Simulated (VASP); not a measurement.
CaS, 2 atoms in the cell. It takes space group Fm-3m (No. 225, cubic). Conventional cell: a = 5.696 Å, b = 5.696 Å, c = 5.696 Å, α = 90.00°, β = 90.00°, γ = 90.00°. Ca (site symmetry m-3m) has 6 S at 2.85 Å within 3.8 Å. Within 3.8 Å of S (site symmetry m-3m) lie 6 Ca at 2.85 Å. 

```yaml
Program: VASP 6.6.1
Task: single point
Functional: LDA
Potentials_or_basis: VASP PAW LDA potentials, release 64 (Ca_sv, S)
Cutoff: 500 eV
k_mesh: 6 × 6 × 6
Occupations: gaussian, width 0.01 eV
Spin: no spin polarisation
Dipole_correction: no
Further_INCAR_settings: ALGO = Normal; EDIFF = 1e-06; NBANDS = 15
```

Potentials or basis: VASP PAW LDA potentials, release 64 (Ca_sv, S).

Command:

```sh
$ cat potpaw_LDA.64/Ca_sv/POTCAR potpaw_LDA.64/S/POTCAR > POTCAR
$ mpirun -np 1 vasp_std > vasp.out
```

Hardware: 1 thread of Intel Xeon 8259CL, on a shared host.

Question: How long does it take, and how much memory?

Answer: It took 13 s on 1 thread of Intel Xeon 8259CL, with other jobs on the host, peak memory 0.15 GiB. Counts: scf iterations 12, k points 16.
